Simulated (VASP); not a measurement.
BaF2:

```
CELL_PARAMETERS angstrom
0.00000 3.04967 3.04967
3.04967 0.00000 3.04967
3.04967 3.04967 0.00000
ATOMIC_POSITIONS crystal
Ba 0.00000 0.00000 0.00000
F 0.25000 0.25000 0.25000
F 0.75000 0.75000 0.75000
```

* Program: VASP 6.6.1
* Task: relaxation of cell and atoms
* Functional: PBE
* Potentials or basis: VASP PAW PBE potentials, release 64 (Ba_sv, F)
* Cutoff: 600 eV
* k mesh: 6 × 6 × 6
* Occupations: gaussian, width 0.02 eV
* Spin: no spin polarisation

At the start: pressure 5.8 GPa; volume 18.91 Å³/atom.

Q: Where does the relaxation end?

A: Over 3 steps the energy falls by 29.4 meV/atom and the volume is 20.66 Å³/atom (+9.3 %); space group Fm-3m (No. 225, to 0.05 Å).

The path:
| step | energy change (eV) | largest force (eV/Å) | pressure (GPa) | volume (Å³) |
| --- | --- | --- | --- | --- |
| 1 | 0.0000 | 0.0000 | 5.85 | 56.73 |
| 2 | -0.0874 | 0.0000 | -0.48 | 62.58 |
| 3 | -0.0883 | 0.0000 | 0.01 | 61.99 |

Final structure:
```yaml
crystal:
  lattice:
    - [0.00000, 3.14114, 3.14114]
    - [3.14114, 0.00000, 3.14114]
    - [3.14114, 3.14114, 0.00000]
  atoms:
    - { symbol: Ba, position: [0.00000, 0.00000, 0.00000] }
    - { symbol: F, position: [0.25000, 0.25000, 0.25000] }
    - { symbol: F, position: [0.75000, 0.75000, 0.75000] }
```
